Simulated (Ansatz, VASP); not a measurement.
**One calculation of MoSe, two programs**

```
Mo Se
1.0
     3.64522    0.00000    0.00000
     0.00000    3.64522    0.00000
     0.00000    0.00000    3.64522
Mo Se
1 1
Direct
  0.00000 0.00000 0.00000
  0.50000 0.50000 0.50000
```

Alike in both runs: task single point; functional r2SCAN; k mesh 12 × 12 × 12; occupations gaussian, width 0.1 eV; collinear spin; Hubbard terms Mo d U = 4.38 eV.

|  | VASP | Ansatz |
| --- | --- | --- |
| version | VASP 6.6.1 | Ansatz 0.2.0 |
| potentials or method | VASP PAW PBE potentials, release 64 (Mo_sv, Se), cutoff 520 eV | scalar-relativistic, plane waves, PAW |
| valence electrons in the cell | 20 | 30 |

```csv
,VASP,Ansatz,Ansatz less VASP
gap on the k mesh at the Fermi level (eV),none,none,-
pressure (GPa),-7.4,-5.2,+2.28
net moment per atom (μB),2.00,2.00,0.000
size of the moment on the site where the two differ most (μB),0.33,0.53,+0.203
```

VASP's potentials were made for PBE, not for r2SCAN. Site moments also hang on the region over which each program counts them. The programs project onto different local orbitals, so the same U acts differently, and such runs can settle in different states. A gap of «none» marks a metal or a gap that the smearing closes. VASP's potentials hold 20 valence electrons a cell and Ansatz's 30, so a difference there can come from the potentials and not from the codes. Ansatz's warnings: filled band counts differ across k points, stability check not made.
